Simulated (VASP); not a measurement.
A run of VASP 6.6.1:

INCAR

```
PREC = Accurate ; ENCUT = 520
EDIFF = 1E-7 ; ISMEAR = 0
SIGMA = 0.02 ; LREAL = Auto
LASPH = True ; NELM = 100
ALGO = Normal ; ISIF = 2
LWAVE = False ; LCHARG = False
GGA = CA ; NBANDS = 53
```

The input KPOINTS:

```
Automatic mesh
0
Gamma
  2 2 2
```

POSCAR

```
Si16Ge
1.0
    0.0000000000      5.4300000000      5.4300000000
    5.4300000000      0.0000000000      5.4300000000
    5.4300000000      5.4300000000      0.0000000000
Si Ge
16 1
Direct
   -0.0061842541      0.0003382136      0.0010190608
    0.1001590239      0.1331976980      0.1344199816
   -0.0063937385     -0.0002974217      0.5075353591
    0.1275945672      0.1144625230      0.6299912523
   -0.0067093923      0.5062012891      0.0008882136
    0.1274674033      0.6295302026      0.1143066298
    0.0274650092      0.4903539595      0.4900311234
    0.1273134438      0.6277963168      0.6290232044
    0.4721562615      0.0091190608      0.0093350829
    0.6221153775      0.1192159300      0.1193538674
    0.5073019337     -0.0243238490      0.5111197974
    0.6227100368      0.1183081952      0.6408133517
    0.5067263352      0.5105605893     -0.0242237569
    0.6221979742      0.6401661142      0.1190467772
    0.5082172192      0.5064162983      0.5080604972
    0.6620697974      0.6120149171      0.6120281768
    0.4217777164      0.3585996317      0.3588421731
```

Potentials or basis: VASP PAW LDA potentials, release 64 (Si, Ge_d).

Launch:

```bash
$ cat potpaw_LDA.64/Si/POTCAR potpaw_LDA.64/Ge_d/POTCAR > POTCAR
$ mpirun -np 1 vasp_std > vasp.out
```

Hardware: 1 thread of AMD EPYC 9R45 96-Core Processor (Zen 5), with other jobs on the host.

**Question.** How long does it take, and how much memory?

**Answer.** It took 2.8 min on 1 thread of AMD EPYC 9R45 96-Core Processor (Zen 5), on a shared host, peak memory 0.37 GiB. Counts: scf iterations 14, k points 8.
